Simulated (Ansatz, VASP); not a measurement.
**Two plane-wave programs on HfCl2**

```
CELL_PARAMETERS angstrom
1.62071 0.93572 6.71351
-1.62071 0.93572 6.71351
0.00000 -1.87144 6.71351
ATOMIC_POSITIONS crystal
Hf 0.50000 0.50000 0.50000
Cl 0.74324 0.74324 0.74324
Cl 0.25676 0.25676 0.25676
```

Alike in both runs: task single point; functional PBE; dispersion D3(BJ); k mesh 6 × 6 × 6; occupations gaussian, width 0.1 eV; no spin polarisation.

|  | VASP | Ansatz |
| --- | --- | --- |
| version | VASP 6.6.1 | Ansatz 0.2.0 |
| potentials or method | VASP PAW PBE potentials, release 64 (Hf_pv, Cl), cutoff 520 eV | scalar-relativistic, plane waves, PAW |
| valence electrons in the cell | 24 | 40 |

Ansatz gave:

* gap on the k mesh at the Fermi level (eV): none
* pressure (GPa): 0.1
* traceless stress, the component that is largest in VASP (GPa): 0.10
* rms of the force components (eV/Å): 0.017

Question: What did VASP give for the same quantities?

Answer: gap on the k mesh at the Fermi level (eV): none; pressure (GPa): -0.6; traceless stress, the component that is largest in VASP (GPa): 0.04; rms of the force components (eV/Å): 0.018.

Atom by atom the forces differ by 0.034 eV/Å (rms over components). A gap of «none» marks a metal or a gap that the smearing closes. VASP's potentials hold 24 valence electrons a cell and Ansatz's 40, so a difference there can come from the potentials and not from the codes.

The k mesh is coarse, so the values compare programs but aren't converged. Neither program's run includes spin-orbit coupling.
